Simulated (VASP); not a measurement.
Here is a VASP 6.6.1 calculation.

File INCAR:

```
SYSTEM = BN
ALGO = Normal
EDIFF = 1E-6
ENCUT = 520
GGA = PS
ISIF = 2
ISMEAR = 0
LASPH = .True.
LCHARG = .False.
LREAL = .False.
LWAVE = .False.
NBANDS = 26
NELM = 80
PREC = Accurate
SIGMA = 0.05
```

KPOINTS

```
k-points
0
Gamma
  6 6 10
  0 0 0
```

The input POSCAR:

```
BN
1.0
    4.3652000000      0.0000000000      0.0000000000
    0.0000000000      4.3652000000      0.0000000000
    0.0000000000      0.0000000000      2.2335000000
B N
4 4
Direct
    0.1741337327      0.8258662673      0.5000000000
    0.3258662673      0.3258662673      0.0000000000
    0.6741337327      0.6741337327      0.0000000000
    0.8258662673      0.1741337327      0.5000000000
    0.8123909516      0.8123909516      0.5000000000
    0.3123909516      0.6876090484      0.0000000000
    0.6876090484      0.3123909516      0.0000000000
    0.1876090484      0.1876090484      0.5000000000
```

Potentials or basis: VASP PAW PBE potentials, release 64 (B, N).

Command:

```sh
$ cat potpaw_PBE.64/B/POTCAR potpaw_PBE.64/N/POTCAR > POTCAR
$ mpirun -np 1 vasp_std > vasp.out
```

**Question.** What does it give for the pressure?

**Answer.** 80.9 GPa.

**Question.** Predict the band gap on the k mesh.

**Answer.** 3.87 eV, indirect (least direct gap 5.75 eV).

Stress tensor (GPa, compression positive):
```
 27.31   0.00   0.00
  0.00  27.31   0.00
  0.00   0.00 188.00
```

Caveat: the PAW data sets were made with another functional, which shifts forces and pressure a little. As with any semilocal functional, this PBEsol gap is likely too small.
